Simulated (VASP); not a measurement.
Wanted: the native input for a VASP 6.6.1 run.

| Item | Value |
| --- | --- |
| Task | single point |
| Functional | PBE |
| Potentials or basis | VASP PAW PBE potentials, release 64 (Mg, O) |
| Cutoff | 600 eV |
| k mesh | 9 × 9 × 9 |
| Occupations | methfessel-paxton, width 0.05 eV |
| Spin | no spin polarisation |
| Dipole correction | no |
| Further INCAR settings | ALGO = Normal; EDIFF = 1e-06; NBANDS = 11 |

The structure of MgO lies in POSCAR:

```
MgO
1.0
    0.0000000000      2.1064000000      2.1064000000
    2.1064000000      0.0000000000      2.1064000000
    2.1064000000      2.1064000000      0.0000000000
Mg O
1 1
Direct
    0.0000000000      0.0000000000      0.0000000000
    0.5000000000      0.5000000000      0.5000000000
```

The input as run:

INCAR

```
PREC     = Accurate       # precision mode
ENCUT    = 600            # plane-wave cutoff, eV
EDIFF    = 1E-6           # SCF threshold, eV
ISMEAR   = 1              # smearing method
SIGMA    = 0.05           # smearing width, eV
LREAL    = False          # projectors in reciprocal space
LASPH    = True           # aspherical terms in the spheres
NELM     = 120            # most SCF steps
ALGO     = Normal         # electronic algorithm
ISIF     = 2              # what is computed and relaxed
LWAVE    = False          # write WAVECAR
LCHARG   = False          # write CHGCAR
GGA      = PE             # functional
NBANDS   = 11             # bands
GGA_COMPAT= False
```

KPOINTS

```
Automatic mesh
0
Gamma
  9 9 9
```

Potentials or basis: VASP PAW PBE potentials, release 64 (Mg, O).

Launch:

```sh
$ cat potpaw_PBE.64/Mg/POTCAR potpaw_PBE.64/O/POTCAR > POTCAR
$ mpirun -np 1 vasp_std > vasp.out
```

Results of the run:

| Quantity | Value |
| --- | --- |
| Pressure | 3.6 GPa |
| Band gap on the k mesh | 4.72 eV, direct |

It used 18 s of CPU time on 1 thread of AMD EPYC 7R13 Processor (Zen 3), with other jobs on the host.
